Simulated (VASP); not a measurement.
# Ge2H in VASP: relaxation of the atoms with PBEsol

Aim: the relaxation of the atoms of Ge2H with PBEsol.

All numbers are computed with VASP 6.6.1; they aren't measurements. Logs are shortened: lines on timing, memory, paths and dates and some standing lists are left out, and cuts for length are marked.

### 1 The cell of the first run

The cell holds a slab with vacuum, 36 atoms: a = 8.054 Å, b = 8.054 Å, c = 24.299 Å, α = 90.00°, β = 90.00°, γ = 90.00°.

### 2 Relaxation of the atoms, PBEsol

Contents of INCAR:

```
PREC = Accurate
ENCUT = 300
EDIFF = 1E-7
ISMEAR = 0
SIGMA = 0.03
LREAL = F
LASPH = T
NELM = 100
ALGO = Fast
ISIF = 2
LWAVE = F
LCHARG = F
GGA = PS
IBRION = 2
NSW = 40
EDIFFG = -0.005
KPAR = 4
```

Contents of KPOINTS:

```
Automatic mesh
0
Gamma
  4 4 1
```

Contents of POSCAR:

```
Ge2H
1.0
    8.0539462400      0.0000000000      0.0000000000
    0.0000000000      8.0539462400      0.0000000000
    0.0000000000      0.0000000000     24.2991819000
Ge H
24 12
Selective dynamics
Direct
    0.0000000000      0.0972798300      0.6308517700  T T T
    0.0000000000      0.4027201700      0.6308517700  T T T
    0.5000000000      0.0972798300      0.6308517700  T T T
    0.5000000000      0.4027201700      0.6308517700  T T T
    0.2500000000      0.0000000000      0.5825476700  T T T
    0.2500000000      0.5000000000      0.5825476700  T T T
    0.7500000000      0.0000000000      0.5825476700  T T T
    0.7500000000      0.5000000000      0.5825476700  T T T
    0.2500000000      0.2500000000      0.5239551700  T T T
    0.2500000000      0.7500000000      0.5239551700  T T T
    0.7500000000      0.2500000000      0.5239551700  T T T
    0.7500000000      0.7500000000      0.5239551700  T T T
    0.0000000000      0.2500000000      0.4653626600  T T T
    0.0000000000      0.7500000000      0.4653626600  T T T
    0.5000000000      0.2500000000      0.4653626600  T T T
    0.5000000000      0.7500000000      0.4653626600  T T T
    0.0000000000      0.0000000000      0.4067701500  T T T
    0.0000000000      0.5000000000      0.4067701500  T T T
    0.5000000000      0.0000000000      0.4067701500  T T T
    0.5000000000      0.5000000000      0.4067701500  T T T
    0.2500000000      0.0000000000      0.3481776400  F F F
    0.2500000000      0.5000000000      0.3481776400  F F F
    0.7500000000      0.0000000000      0.3481776400  F F F
    0.7500000000      0.5000000000      0.3481776400  F F F
    0.2500000000      0.1526328500      0.3086523700  F F F
    0.2500000000      0.8473671500      0.3086523700  F F F
    0.2500000000      0.6526328500      0.3086523700  F F F
    0.2500000000      0.3473671500      0.3086523700  F F F
    0.7500000000      0.1526328500      0.3086523700  F F F
    0.7500000000      0.8473671500      0.3086523700  F F F
    0.7500000000      0.6526328500      0.3086523700  F F F
    0.7500000000      0.3473671500      0.3086523700  F F F
    0.0000000000      0.0351984700      0.6913476300  T T T
    0.0000000000      0.4648015300      0.6913476300  T T T
    0.5000000000      0.0351984700      0.6913476300  T T T
    0.5000000000      0.4648015300      0.6913476300  T T T
```

Potentials or basis: VASP PAW PBE potentials, release 64 (Ge, H).

On the command line:

```sh
cat potpaw_PBE.64/Ge/POTCAR potpaw_PBE.64/H/POTCAR > POTCAR
mpirun -np 4 vasp_std > vasp.out
```

OUTCAR:

```text
PREC = Accurate
   ENCUT = 300
   EDIFF = 1E-7
   ISMEAR = 0
   LREAL = F
   LASPH = T
   NELM = 100
   ISIF = 2
   GGA = PS
   IBRION = 2
   NSW = 40
   EDIFFG = -0.005

 ion  position               nearest neighbor table
   1  0.000  0.097  0.631-  33 1.55   7 2.46   5 2.46   2 2.46
   2  0.000  0.403  0.631-  34 1.55   8 2.46   6 2.46   1 2.46
   3  0.500  0.097  0.631-  35 1.55   7 2.46   5 2.46   4 2.46
   4  0.500  0.403  0.631-  36 1.55   8 2.46   6 2.46   3 2.46
   5  0.250  0.000  0.583-   1 2.46   3 2.46   9 2.47  10 2.47
   6  0.250  0.500  0.583-   2 2.46   4 2.46   9 2.47  10 2.47
[... 16 lines left out ...]
  23  0.750  0.000  0.348-  29 1.56  30 1.56  17 2.47  19 2.47
  24  0.750  0.500  0.348-  31 1.56  32 1.56  18 2.47  20 2.47
  25  0.250  0.153  0.309-  21 1.56
  26  0.250  0.847  0.309-  21 1.56
  27  0.250  0.653  0.309-  22 1.56
  28  0.250  0.347  0.309-  22 1.56
  29  0.750  0.153  0.309-  23 1.56
  30  0.750  0.847  0.309-  23 1.56
  31  0.750  0.653  0.309-  24 1.56
  32  0.750  0.347  0.309-  24 1.56
  33  0.000  0.035  0.691-   1 1.55
  34  0.000  0.465  0.691-   2 1.55
  35  0.500  0.035  0.691-   3 1.55
  36  0.500  0.465  0.691-   4 1.55

  LATTYP: Found a simple tetragonal cell.
 ALAT       =     8.0539462400
 C/A-ratio  =     3.0170529050

  Lattice vectors:

 A1 = (   8.0539462400,   0.0000000000,   0.0000000000)
 A2 = (   0.0000000000,   8.0539462400,   0.0000000000)
 A3 = (   0.0000000000,   0.0000000000,  24.2991819000)

Analysis of symmetry for initial positions (statically):
=====================================================================
 Subroutine PRICEL returns following result:

  LATTYP: Found a simple orthorhombic cell.
 ALAT       =     4.0269731200
 B/A-ratio  =     2.0000000000
 C/A-ratio  =     6.0341058100
[... 12 lines left out ...]
 Subroutine GETGRP returns: Found  4 space group operations
 (whereof  2 operations were pure point group operations)
 out of a pool of 16 trial point group operations.

The static configuration has the point symmetry C_1h.
 The point group associated with its full space group is C_2v.

Analysis of symmetry for dynamics (positions and initial velocities):
=====================================================================
 Subroutine PRICEL returns following result:

  LATTYP: Found a simple orthorhombic cell.
 ALAT       =     4.0269731200
 B/A-ratio  =     2.0000000000
 C/A-ratio  =     6.0341058100
[... 12 lines left out ...]
 Subroutine GETGRP returns: Found  4 space group operations
 (whereof  2 operations were pure point group operations)
 out of a pool of 16 trial point group operations.

The dynamic configuration has the point symmetry C_1h.
 The point group associated with its full space group is C_2v.

Analysis of constrained symmetry for selective dynamics:
=====================================================================
 Subroutine PRICEL returns following result:

  LATTYP: Found a simple orthorhombic cell.
 ALAT       =     4.0269731200
 B/A-ratio  =     2.0000000000
 C/A-ratio  =     6.0341058100
[... 12 lines left out ...]
 Subroutine GETGRP returns: Found  4 space group operations
 (whereof  2 operations were pure point group operations)
 out of a pool of 16 trial point group operations.

The constrained configuration has the point symmetry C_1h.
 The point group associated with its full space group is C_2v.

 Subroutine INISYM returns: Found  4 space group operations
 (whereof  2 operations are pure point group operations),
 and found     2 'primitive' translations

----------------------------------------------------------------------------------------

                                     Primitive cell

  volume of cell :     788.0960

  direct lattice vectors                    reciprocal lattice vectors
     4.026973120  0.000000000  0.000000000     0.248325472  0.000000000  0.000000000
     0.000000000  8.053946240  0.000000000     0.000000000  0.124162736  0.000000000
     0.000000000  0.000000000 24.299181900     0.000000000  0.000000000  0.041153649

  length of vectors
     4.026973120  8.053946240 24.299181900     0.248325472  0.124162736  0.041153649

  position of ions in fractional coordinates (direct lattice)
     0.000000000  0.097279830  0.630851770
     0.000000000  0.402720170  0.630851770
     0.500000000  0.000000000  0.582547670
     0.500000000  0.500000000  0.582547670
     0.500000000  0.250000000  0.523955170
     0.500000000  0.750000000  0.523955170
[... 47 lines left out ...]
     0.000000000  0.000000000  0.041153649     0.000000000  0.000000000  1.000000000

  Length of vectors
     0.031040684  0.031040684  0.041153649

  Shift w.r.t. Gamma in fractional coordinates (k-lattice)
     0.000000000  0.000000000  0.000000000

 Subroutine IBZKPT returns following result:
 ===========================================

 Found      9 irreducible k-points:

 Following reciprocal coordinates:
            Coordinates               Weight
  0.000000  0.000000  0.000000      1.000000
  0.250000  0.000000  0.000000      2.000000
  0.000000  0.250000  0.000000      2.000000
  0.500000  0.000000  0.000000      1.000000
  0.000000  0.500000  0.000000      1.000000
  0.250000  0.250000  0.000000      4.000000
  0.500000  0.250000  0.000000      2.000000
 -0.250000  0.500000  0.000000      2.000000
  0.500000  0.500000  0.000000      1.000000
   k-points           NKPTS =      9   k-points in BZ     NKDIM =      9   number of bands    NBANDS=     73
   number of dos      NEDOS =    301   number of ions     NIONS =     36
   total plane-waves  NPLWV = 322560
   dimension x,y,z NGX =    48 NGY =   48 NGZ =  140
   dimension x,y,z NGXF=    96 NGYF=   96 NGZF=  280
   ions per type =              24  12
   NGX,Y,Z   is equivalent  to a cutoff of   9.91,  9.91,  9.58 a.u.
   NGXF,Y,Z  is equivalent  to a cutoff of  19.82, 19.82, 19.16 a.u.
 SYSTEM =  unknown system
   PREC   = accura    normal or accurate (medium, high low for compatibility)
   ISTART =      0    job   : 0-new  1-cont  2-samecut
   ICHARG =      2    charge: 1-file 2-atom 10-const
   ISPIN  =      1    spin polarized calculation?
   LNONCOLLINEAR =      F non collinear calculations
   LSORBIT =      F    spin-orbit coupling
   LASPH  =      T    aspherical Exc in radial PAW
   ENCUT  =  300.0 eV  22.05 Ry    4.70 a.u.  11.37 11.37 34.32*2*pi/ulx,y,z
   NELM   =    100;   NELMIN=  2; NELMDL= -5     # of ELM steps
   EDIFF  = 0.1E-06   stopping-criterion for ELM
   LREAL  =      F    real-space projection
   EDIFFG = -.5E-02   stopping-criterion for IOM
   NSW    =     40    number of steps for IOM
   IBRION =      2    ionic relax: 0-MD 1-quasi-New 2-CG
   NFREE  =      1    steps in history (QN), initial steepest desc. (CG)
   ISIF   =      2    stress and relaxation
   ISYM   =      2    0-nonsym 1-usesym 2-fastsym
   POTIM  = 0.5000    time-step for ionic-motion
   TEBEG  =    0.0;   TEEND  =   0.0 temperature during run
   PSTRESS=    0.0 pullay stress
   NELECT =     108.0000    total number of electrons
   NUPDOWN=      -1.0000    fix difference up-down
   EMIN   =  10.00;   EMAX   =-10.00  energy-range for DOS
   EFERMI =   0.00;   METHOD = LEGACY
   ISMEAR =     0;   SIGMA  =   0.03  broadening in eV -4-tet -1-fermi 0-gaus
   EFERMI_NEDOS =   21; number of points for ismear=-14 and -15
   IALGO  =     68    algorithm
   IMIX   =      4    mixing-type and parameters
     AMIX     =   0.40;   BMIX     =  1.00
     AMIX_MAG =   1.60;   BMIX_MAG =  1.00
  volume/ion in A,a.u.               =      43.78       295.46
  Fermi-wavevector in a.u.,A,eV,Ry     =   0.669905  1.265936  6.105919  0.448772
  Thomas-Fermi vector in A             =   1.745261
   LORBIT       =      0    0 simple, 1 ext, 2 COOP (PROOUT), +10 PAW based schemes
   GGA     = PS    functional components
   LHFCALC =     F    Hartree Fock is set to
   AEXX    =    0.0000 exact exchange contribution
   IVDW    =     0    specifies the selected vdW correction
   LEPSILON=     F    determine dielectric tensor
   LRPA    =     F    only Hartree local field effects (RPA)
 conjugate gradient relaxation of ions
 non-spin polarized calculation
 RMM-DIIS sequential band-by-band and
 Gauss-broadening in eV      SIGMA  =   0.03
  energy-cutoff  :      300.00
  volume of cell :     1576.19
 maximum number of plane-waves:     18608
 NGX is ok and might be reduce to    48
   NGX = 23   NGY = 23   NGZ = 69

--------------------------------------- Ionic step        1  -------------------------------------------

 number of electron     108.0000050 magnetization

 Free energy of the ion-electron system (eV)
  ---------------------------------------------------
  ext. energy  EPLUGINS =         0.00000000
  ---------------------------------------------------
  free energy    TOTEN  =      -152.02255564 eV

  energy without entropy =     -152.02255564  energy(sigma->0) =     -152.02255564

------------------------ aborting loop because EDIFF is reached ----------------------------------------

  FORCE on cell =-STRESS in cart. coord.  units (eV):
  Direction    XX          YY          ZZ          XY          YZ          ZX
  --------------------------------------------------------------------------------------
  -------------------------------------------------------------------------------------
  Total       -1.8591075      2.0818644     -0.5411060      0.0000000      0.0000000      0.0000000
  in kB       -1.8897571      2.1161864     -0.5500267      0.0000000      0.0000000      0.0000000
  external PRESSURE =      -0.1078658 kB  Pullay stress =       0.0000000 kB
[... 191 lines left out ...]
  FREE ENERGIE OF THE ION-ELECTRON SYSTEM (eV)
  ---------------------------------------------------
  free  energy   TOTEN  =      -152.2024982028 eV

  energy  without entropy=     -152.2024982028  energy(sigma->0) =     -152.20249820

[... ionic steps 4 to 22 ...]

--------------------------------------- Ionic step       23  -------------------------------------------

 number of electron     108.0000050 magnetization

------------------------ aborting loop because EDIFF is reached ----------------------------------------
[... 135 lines left out ...]
--------------------------------------- Ionic step       25  -------------------------------------------

 number of electron     108.0000049 magnetization

 Free energy of the ion-electron system (eV)
  ---------------------------------------------------
  ext. energy  EPLUGINS =         0.00000000
  ---------------------------------------------------
  free energy    TOTEN  =      -152.37415715 eV

  energy without entropy =     -152.37415715  energy(sigma->0) =     -152.37415715

 E-fermi :  -1.7941     XC(G=0):  -4.0749

 val. band max:       -1.9623158677   @ k =   0.0000   0.5000   0.0000
 cond. band min:      -1.0267264199   @ k =   0.0000   0.0000   0.0000
 fundamental gap:      0.9355894478
 Fermi energy:        -1.7940819957

 k-point     1 :       0.0000    0.0000    0.0000
  band No.  band energies     occupation
      1     -13.8046      2.00000
      2     -13.0550      2.00000
      3     -12.1415      2.00000
      4     -12.0968      2.00000
      5     -12.0708      2.00000
      6     -12.0700      2.00000
[... 610 lines left out ...]
     65       1.3539      0.00000
     66       1.3539      0.00000
 [bands above 66 left out]

------------------------ aborting loop because EDIFF is reached ----------------------------------------

  FORCE on cell =-STRESS in cart. coord.  units (eV):
  Direction    XX          YY          ZZ          XY          YZ          ZX
  --------------------------------------------------------------------------------------
  -------------------------------------------------------------------------------------
  Total       -1.4165750      1.3843130     -2.5931427      0.0000000      0.0000000      0.0000000
  in kB       -1.4399289      1.4071350     -2.6358937      0.0000000      0.0000000      0.0000000
  external PRESSURE =      -0.8895625 kB  Pullay stress =       0.0000000 kB
[... 51 lines left out ...]
  FREE ENERGIE OF THE ION-ELECTRON SYSTEM (eV)
  ---------------------------------------------------
  free  energy   TOTEN  =      -152.3741571549 eV

  energy  without entropy=     -152.3741571549  energy(sigma->0) =     -152.37415715

 reached required accuracy - stopping structural energy minimisation
```

Wall time 2 h (4 MPI ranks of Intel Xeon Platinum 8375C at 2.90GHz (Ice Lake), shared host); peak memory 0.97 GiB.

Results:

```yaml
Free_energy: -152.3742 eV
Energy_gained_by_relaxing: 9.8 meV/atom
Ionic_steps: 25
Band_gap_on_the_k_mesh: 0.94 eV
```

Step by step:
```
step  energy change (eV)  largest force on free atoms (eV/Å)  pressure (GPa)
   1              0.0000                              0.8117           -0.01
   2             -0.1478                              0.4034           -0.01
   3             -0.1799                              0.4574           -0.01
   4             -0.2544                              0.3080           -0.04
   5             -0.2866                              0.2771           -0.06
   6             -0.3223                              0.1643           -0.08
   7             -0.3286                              0.1936           -0.09
   8             -0.3411                              0.1308           -0.09
   9             -0.3415                              0.1286           -0.09
  10             -0.3460                              0.0746           -0.10
  11             -0.3462                              0.0812           -0.11
  12             -0.3486                              0.0670           -0.09
  13             -0.3487                              0.0602           -0.09
  14             -0.3503                              0.0310           -0.08
  15             -0.3503                              0.0343           -0.08
  16             -0.3506                              0.0202           -0.08
  17             -0.3506                              0.0202           -0.08
  18             -0.3509                              0.0174           -0.08
  19             -0.3513                              0.0214           -0.08
  20             -0.3515                              0.0071           -0.09
  21             -0.3515                              0.0115           -0.09
  22             -0.3516                              0.0066           -0.09
  23             -0.3516                              0.0078           -0.09
  24             -0.3516                              0.0061           -0.09
  25             -0.3516                              0.0047           -0.09
```

Final structure:
```cif
data_structure
_symmetry_space_group_name_H-M 'P 1'
_symmetry_Int_Tables_number 1
_cell_length_a 8.0539
_cell_length_b 8.0539
_cell_length_c 24.2992
_cell_angle_alpha 90.000
_cell_angle_beta 90.000
_cell_angle_gamma 90.000
_cell_volume 1576.19
loop_
_atom_site_label
_atom_site_type_symbol
_atom_site_fract_x
_atom_site_fract_y
_atom_site_fract_z
_atom_site_occupancy
Ge1 Ge 0.00000 0.09453 0.63274 1
Ge2 Ge 0.00000 0.40547 0.63274 1
Ge3 Ge 0.50000 0.09453 0.63274 1
Ge4 Ge 0.50000 0.40547 0.63274 1
Ge5 Ge 0.25000 0.01463 0.58087 1
Ge6 Ge 0.25000 0.48537 0.58087 1
Ge7 Ge 0.75000 0.01463 0.58087 1
Ge8 Ge 0.75000 0.48537 0.58087 1
Ge9 Ge 0.25000 0.25000 0.51656 1
Ge10 Ge 0.25000 0.75000 0.52750 1
Ge11 Ge 0.75000 0.25000 0.51656 1
Ge12 Ge 0.75000 0.75000 0.52750 1
Ge13 Ge 0.00000 0.25000 0.46026 1
Ge14 Ge 0.00000 0.75000 0.46714 1
Ge15 Ge 0.50000 0.25000 0.46026 1
Ge16 Ge 0.50000 0.75000 0.46714 1
Ge17 Ge 0.00000 0.99623 0.40530 1
Ge18 Ge 0.00000 0.50377 0.40530 1
Ge19 Ge 0.50000 0.99623 0.40530 1
Ge20 Ge 0.50000 0.50377 0.40530 1
Ge21 Ge 0.25000 0.00000 0.34818 1
Ge22 Ge 0.25000 0.50000 0.34818 1
Ge23 Ge 0.75000 0.00000 0.34818 1
Ge24 Ge 0.75000 0.50000 0.34818 1
H1 H 0.25000 0.15263 0.30865 1
H2 H 0.25000 0.84737 0.30865 1
H3 H 0.25000 0.65263 0.30865 1
H4 H 0.25000 0.34737 0.30865 1
H5 H 0.75000 0.15263 0.30865 1
H6 H 0.75000 0.84737 0.30865 1
H7 H 0.75000 0.65263 0.30865 1
H8 H 0.75000 0.34737 0.30865 1
H9 H 0.00000 0.02831 0.69325 1
H10 H 0.00000 0.47169 0.69325 1
H11 H 0.50000 0.02831 0.69325 1
H12 H 0.50000 0.47169 0.69325 1
```

Levels at points of the mesh, in eV from the valence-band top:
| k point | band 50 | band 51 | band 52 | band 53 | band 54 | band 55 | band 56 | band 57 | band 58 | band 59 |
| --- | --- | --- | --- | --- | --- | --- | --- | --- | --- | --- |
| (0.00, 0.00, 0.00) | -0.76 | -0.76 | -0.45 | -0.26 | -0.12 | 0.94 | 1.19 | 1.45 | 1.51 | 1.59 |
| (0.50, 0.00, 0.00) | -1.25 | -0.94 | -0.94 | -0.33 | -0.33 | 1.48 | 1.48 | 1.80 | 1.80 | 2.35 |
| (0.00, 0.50, 0.00) | -1.21 | -0.80 | -0.66 | -0.19 | 0.00 | 1.32 | 1.56 | 1.72 | 1.80 | 2.00 |
| (0.50, 0.50, 0.00) | -1.34 | -1.19 | -1.19 | -0.80 | -0.80 | 1.96 | 1.96 | 2.14 | 2.14 | 2.88 |

Caveat: the cutoff is under 1.25 times the usual one of these potentials, so pressure, stress and relaxed cells hold a basis-set (Pulay) error; the PAW data sets were made with another functional, which shifts forces and pressure a little.
